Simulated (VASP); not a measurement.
# AlNi3 (P4/mmm) in VASP: single point with PBE

Aim: the single point of AlNi3 with PBE.

Everything below comes from runs of VASP 6.6.1. Logs are shortened: lines on timing, memory, paths and dates and some standing lists are left out, and cuts for length are marked.

**1. The cell of the first run**

Symmetry: P4/mmm, No. 123, tetragonal system. The conventional cell has a = 3.852 Å, b = 3.852 Å, c = 3.567 Å, α = 90.00°, β = 90.00°, γ = 90.00°. Within 3.6 Å of Al (site symmetry 4/mmm) lie 12 Ni at 2.62 to 2.72 Å and 2 Al at 3.57 Å. Within 3.6 Å of Ni (site symmetry mmm) lie 4 Al at 2.62 Å and 10 Ni at 2.62 to 3.57 Å. Ni (site symmetry 4/mmm) has 10 Ni at 2.62 to 3.57 Å and 4 Al at 2.72 Å within 3.6 Å.

**2. Single point, PBE, collinear spin, ferromagnetic start (strain +0.080 along x and y, +0.000 along z)**

Input file INCAR:

```
SYSTEM = AlNi3
PREC     = Accurate       ! precision mode
ENCUT    = 520            ! plane-wave cutoff, eV
EDIFF    = 1E-6           ! SCF threshold, eV
ISMEAR   = 0              ! smearing method
SIGMA    = 0.15           ! smearing width, eV
LREAL    = .FALSE.        ! projectors in reciprocal space
LASPH    = .TRUE.         ! aspherical terms in the spheres
NELM     = 150            ! most SCF steps
ALGO     = Normal         ! electronic algorithm
ISIF     = 2              ! what is computed and relaxed
LWAVE    = .FALSE.        ! write WAVECAR
LCHARG   = .TRUE.         ! write CHGCAR
ISPIN    = 2              ! spin polarisation
MAGMOM   = 0 0.3 0.3 0.3  ! initial moments
LORBIT   = 11             ! projections on sites
LMAXMIX  = 4              ! l up to which the mixer works
GGA      = PE             ! functional
LELF     = .TRUE.         ! ELF
LVHAR    = .TRUE.       
NBANDS   = 28             ! bands
```

Input file KPOINTS:

```
regular mesh
0
G
  14 14 14
  0 0 0
```

Input file POSCAR:

```
AlNi3
1.0
    3.8520132031      0.0000000000      0.0000000000
    0.0000000000      3.8520132031      0.0000000000
    0.0000000000      0.0000000000      3.5666788918
Al Ni
1 3
Direct
    0.0000000000      0.0000000000      0.0000000000
    0.0000000000      0.5000000000      0.5000000000
    0.5000000000      0.0000000000      0.5000000000
    0.5000000000      0.5000000000      0.0000000000
```

Potentials or basis: VASP PAW PBE potentials, release 64 (Al, Ni).

Run with:

```sh
cat potpaw_PBE.64/Al/POTCAR potpaw_PBE.64/Ni/POTCAR > POTCAR
mpirun -np 1 vasp_std > vasp.out
```

OUTCAR:

```text
SYSTEM = AlNi3
   PREC = Accurate
   ENCUT = 520
   EDIFF = 1E-6
   ISMEAR = 0
   LREAL = .FALSE.
   LASPH = .TRUE.
   NELM = 150
   ISIF = 2
   ISPIN = 2
   LORBIT = 11
   GGA = PE

 ion  position               nearest neighbor table
   1  0.000  0.000  0.000-   2 2.62   3 2.62   2 2.62   3 2.62   2 2.62   2 2.62   3 2.62   3 2.62
                             4 2.72   4 2.72   4 2.72   4 2.72
   2  0.000  0.500  0.500-   1 2.62   4 2.62   1 2.62   4 2.62   1 2.62   1 2.62   4 2.62   4 2.62
                             3 2.72   3 2.72   3 2.72   3 2.72
   3  0.500  0.000  0.500-   1 2.62   4 2.62   1 2.62   4 2.62   4 2.62   4 2.62   1 2.62   1 2.62
                             2 2.72   2 2.72   2 2.72   2 2.72
   4  0.500  0.500  0.000-   2 2.62   3 2.62   2 2.62   3 2.62   3 2.62   3 2.62   2 2.62   2 2.62
                             1 2.72   1 2.72   1 2.72   1 2.72

  LATTYP: Found a simple tetragonal cell.
 ALAT       =     3.8520132031
 C/A-ratio  =     0.9259259259

  Lattice vectors:

 A1 = (   3.8520132031,   0.0000000000,   0.0000000000)
 A2 = (   0.0000000000,   3.8520132031,   0.0000000000)
 A3 = (   0.0000000000,   0.0000000000,   3.5666788918)

Analysis of symmetry for initial positions (statically):
=====================================================================
 Subroutine PRICEL returns:
 Original cell was already a primitive cell.

 Routine SETGRP: Setting up the symmetry group for a
 simple tetragonal supercell.

 Subroutine GETGRP returns: Found 16 space group operations
 (whereof 16 operations were pure point group operations)
 out of a pool of 16 trial point group operations.

The static configuration has the point symmetry D_4h.

Analysis of symmetry for dynamics (positions and initial velocities):
=====================================================================
 Subroutine PRICEL returns:
 Original cell was already a primitive cell.

 Routine SETGRP: Setting up the symmetry group for a
 simple tetragonal supercell.

 Subroutine GETGRP returns: Found 16 space group operations
 (whereof 16 operations were pure point group operations)
 out of a pool of 16 trial point group operations.

The dynamic configuration has the point symmetry D_4h.

Analysis of structural, dynamic, and magnetic symmetry:
=====================================================================
 Subroutine PRICEL returns:
 Original cell was already a primitive cell.

 Routine SETGRP: Setting up the symmetry group for a
 simple tetragonal supercell.

 Subroutine GETGRP returns: Found 16 space group operations
 (whereof 16 operations were pure point group operations)
 out of a pool of 16 trial point group operations.

The overall configuration has the point symmetry D_4h.

 Subroutine INISYM returns: Found 16 space group operations
 (whereof 16 operations are pure point group operations),
 and found     1 'primitive' translations

----------------------------------------------------------------------------------------

                                     Primitive cell

  volume of cell :      52.9224

  direct lattice vectors                    reciprocal lattice vectors
     3.852013203  0.000000000  0.000000000     0.259604510  0.000000000  0.000000000
     0.000000000  3.852013203  0.000000000     0.000000000  0.259604510  0.000000000
     0.000000000  0.000000000  3.566678892     0.000000000  0.000000000  0.280372871

  length of vectors
     3.852013203  3.852013203  3.566678892     0.259604510  0.259604510  0.280372871

  position of ions in fractional coordinates (direct lattice)
     0.000000000  0.000000000  0.000000000
     0.000000000  0.500000000  0.500000000
     0.500000000  0.000000000  0.500000000
     0.500000000  0.500000000  0.000000000

  ion indices of the primitive-cell ions
   primitive index   ion index
                 1           1
                 2           2
                 3           3
                 4           4

----------------------------------------------------------------------------------------

 KPOINTS: regular mesh

Automatic generation of k-mesh.
 Grid dimensions read from file:
 generate k-points for:   14   14   14

 Generating k-lattice:

  Cartesian coordinates                     Fractional coordinates (reciprocal lattice)
     0.018543179  0.000000000  0.000000000     0.071428571  0.000000000  0.000000000
     0.000000000  0.018543179  0.000000000     0.000000000  0.071428571  0.000000000
     0.000000000  0.000000000  0.020026634     0.000000000  0.000000000  0.071428571

  Length of vectors
     0.018543179  0.018543179  0.020026634

  Shift w.r.t. Gamma in fractional coordinates (k-lattice)
     0.000000000  0.000000000  0.000000000

 Subroutine IBZKPT returns following result:
 ===========================================

 Found    288 irreducible k-points:

 Following reciprocal coordinates:
            Coordinates               Weight
  0.000000  0.000000  0.000000      1.000000
  0.071429  0.000000  0.000000      4.000000
  0.142857  0.000000  0.000000      4.000000
  0.214286  0.000000  0.000000      4.000000
  0.285714  0.000000  0.000000      4.000000
  0.357143  0.000000  0.000000      4.000000
[... 16 lines left out ...]
  0.285714  0.214286  0.000000      8.000000
  0.357143  0.214286  0.000000      8.000000
 [... further k-points ...]
   k-points           NKPTS =    288   k-points in BZ     NKDIM =    288   number of bands    NBANDS=     28
   number of dos      NEDOS =    301   number of ions     NIONS =      4
   total plane-waves  NPLWV =  25200
   dimension x,y,z NGX =    30 NGY =   30 NGZ =   28
   dimension x,y,z NGXF=    60 NGYF=   60 NGZF=   56
   ions per type =               1   3
   NGX,Y,Z   is equivalent  to a cutoff of  12.95, 12.95, 13.05 a.u.
   NGXF,Y,Z  is equivalent  to a cutoff of  25.89, 25.89, 26.10 a.u.
 SYSTEM =  AlNi3
   PREC   = accura    normal or accurate (medium, high low for compatibility)
   ISTART =      0    job   : 0-new  1-cont  2-samecut
   ICHARG =      2    charge: 1-file 2-atom 10-const
   ISPIN  =      2    spin polarized calculation?
   LNONCOLLINEAR =      F non collinear calculations
   LSORBIT =      F    spin-orbit coupling
   LASPH  =      T    aspherical Exc in radial PAW
   ENCUT  =  520.0 eV  38.22 Ry    6.18 a.u.   7.16  7.16  6.63*2*pi/ulx,y,z
   NELM   =    150;   NELMIN=  2; NELMDL= -5     # of ELM steps
   EDIFF  = 0.1E-05   stopping-criterion for ELM
   LREAL  =      F    real-space projection
   EDIFFG = 0.1E-04   stopping-criterion for IOM
   NSW    =      0    number of steps for IOM
   IBRION =     -1    ionic relax: 0-MD 1-quasi-New 2-CG
   NFREE  =      0    steps in history (QN), initial steepest desc. (CG)
   ISIF   =      2    stress and relaxation
   ISYM   =      2    0-nonsym 1-usesym 2-fastsym
   POTIM  = 0.5000    time-step for ionic-motion
   TEBEG  =    0.0;   TEEND  =   0.0 temperature during run
   PSTRESS=    0.0 pullay stress
   NELECT =      33.0000    total number of electrons
   NUPDOWN=      -1.0000    fix difference up-down
   EMIN   =  10.00;   EMAX   =-10.00  energy-range for DOS
   EFERMI =   0.00;   METHOD = LEGACY
   ISMEAR =     0;   SIGMA  =   0.15  broadening in eV -4-tet -1-fermi 0-gaus
   EFERMI_NEDOS =   21; number of points for ismear=-14 and -15
   IALGO  =     38    algorithm
   IMIX   =      4    mixing-type and parameters
     AMIX     =   0.40;   BMIX     =  1.00
     AMIX_MAG =   1.60;   BMIX_MAG =  1.00
  volume/ion in A,a.u.               =      13.23        89.28
  Fermi-wavevector in a.u.,A,eV,Ry     =   1.398620  2.643008 26.614859  1.956137
  Thomas-Fermi vector in A             =   2.521760
   LORBIT       =     11    0 simple, 1 ext, 2 COOP (PROOUT), +10 PAW based schemes
   GGA     = PE    functional components
   LHFCALC =     F    Hartree Fock is set to
   AEXX    =    0.0000 exact exchange contribution
   IVDW    =     0    specifies the selected vdW correction
   LEPSILON=     F    determine dielectric tensor
   LRPA    =     F    only Hartree local field effects (RPA)
 spin polarized calculation
 Gauss-broadening in eV      SIGMA  =   0.15
  energy-cutoff  :      520.00
  volume of cell :       52.92
 maximum number of plane-waves:      1450
 NGX is ok and might be reduce to    30
   NGX = 15   NGY = 15   NGZ = 13

 number of electron      33.0000044 magnetization       0.6945870

 Free energy of the ion-electron system (eV)
  ---------------------------------------------------
  ext. energy  EPLUGINS =         0.00000000
  ---------------------------------------------------
  free energy    TOTEN  =       -21.35733626 eV

  energy without entropy =      -21.31024836  energy(sigma->0) =      -21.33379231

 E-fermi :   7.5329     XC(G=0): -11.8543

 val. band max:        7.5320505844   @ k =   0.2143   0.0000   0.0714
 cond. band min:       7.5334848520   @ k =   0.4286   0.1429   0.2857
 fundamental gap:      0.0014342676
 Fermi energy:         7.5329093875

 spin component 1

 k-point     1 :       0.0000    0.0000    0.0000
  band No.  band energies     occupation
      1      -1.4051      1.00000
      2       4.0262      1.00000
      3       4.5517      1.00000
      4       4.6688      1.00000
      5       4.8675      1.00000
      6       4.9131      1.00000
[... 733 lines left out ...]
     27      19.4160      0.00000
     28      20.1346      0.00000

 [... further k-points ...]

 spin component 2

 k-point     1 :       0.0000    0.0000    0.0000
  band No.  band energies     occupation
      1      -1.4374      1.00000
      2       4.1090      1.00000
      3       4.7178      1.00000
      4       4.8131      1.00000
      5       5.1128      1.00000
      6       5.2167      1.00000
[... 733 lines left out ...]
     27      19.4308      0.00000
     28      20.1392      0.00000

 [... further k-points ...]

------------------------ aborting loop because EDIFF is reached ----------------------------------------

  FORCE on cell =-STRESS in cart. coord.  units (eV):
  Direction    XX          YY          ZZ          XY          YZ          ZX
  --------------------------------------------------------------------------------------
  -------------------------------------------------------------------------------------
  Total       -6.7445248     -6.7445248     -5.5418057      0.0000000     -0.0000000     -0.0000000
  in kB     -204.1843219   -204.1843219   -167.7730999      0.0000000     -0.0000000     -0.0000000
  external PRESSURE =    -192.0472479 kB  Pullay stress =       0.0000000 kB

 VOLUME and BASIS-vectors are now :
 -----------------------------------------------------------------------------
  energy-cutoff  :      520.00
  volume of cell :       52.92
      direct lattice vectors                 reciprocal lattice vectors
     3.852013203  0.000000000  0.000000000     0.259604510  0.000000000  0.000000000
     0.000000000  3.852013203  0.000000000     0.000000000  0.259604510  0.000000000
     0.000000000  0.000000000  3.566678892     0.000000000  0.000000000  0.280372871

 POSITION                                       TOTAL-FORCE (eV/Angst)
 -----------------------------------------------------------------------------------
      0.00000      0.00000      0.00000         0.000000      0.000000      0.000000
      0.00000      1.92601      1.78334         0.000000      0.000000      0.000000
      1.92601      0.00000      1.78334         0.000000      0.000000      0.000000
      1.92601      1.92601      0.00000         0.000000      0.000000      0.000000
 -----------------------------------------------------------------------------------
    total drift:                                0.000000      0.000000     -0.000000

  FREE ENERGIE OF THE ION-ELECTRON SYSTEM (eV)
  ---------------------------------------------------
  free  energy   TOTEN  =       -21.3573362579 eV

  energy  without entropy=      -21.3102483568  energy(sigma->0) =      -21.33379231

 total charge

# of ion       s       p       d       tot
------------------------------------------
    1        0.396   0.334   0.000   0.730
    2        0.431   0.389   8.334   9.154
    3        0.431   0.389   8.334   9.154
    4        0.429   0.385   8.317   9.131
--------------------------------------------------
tot          1.686   1.497  24.986  28.169

 magnetization (x)

# of ion       s       p       d       tot
------------------------------------------
    1       -0.000  -0.008   0.000  -0.008
    2       -0.003  -0.008   0.245   0.234
    3       -0.003  -0.008   0.245   0.234
    4       -0.003  -0.007   0.306   0.296
--------------------------------------------------
tot         -0.009  -0.032   0.796   0.755
```

It took 24 min on 1 thread of Oxide Virtual Turin-like, shared host; peak memory 0.6 GiB.

Results:

| Quantity | Value |
| --- | --- |
| Free energy | -21.3573 eV |
| Pressure | -19.2 GPa |
| Net moment | 0.69 μB per cell |
| Site moments | Al -0.01; Ni +0.23, +0.30 (each value once) μB |
| Valence electrons inside the program's atomic spheres | Al 0.73; Ni 9.15, 9.13 (each value once) |

Stress tensor (GPa, compression positive):
```
-20.42   0.00   0.00
  0.00 -20.42   0.00
  0.00   0.00 -16.78
```

Caveat: the cell differs from its parent crystal (strain +0.080 along x and y, +0.000 along z); the cell stands under tension.
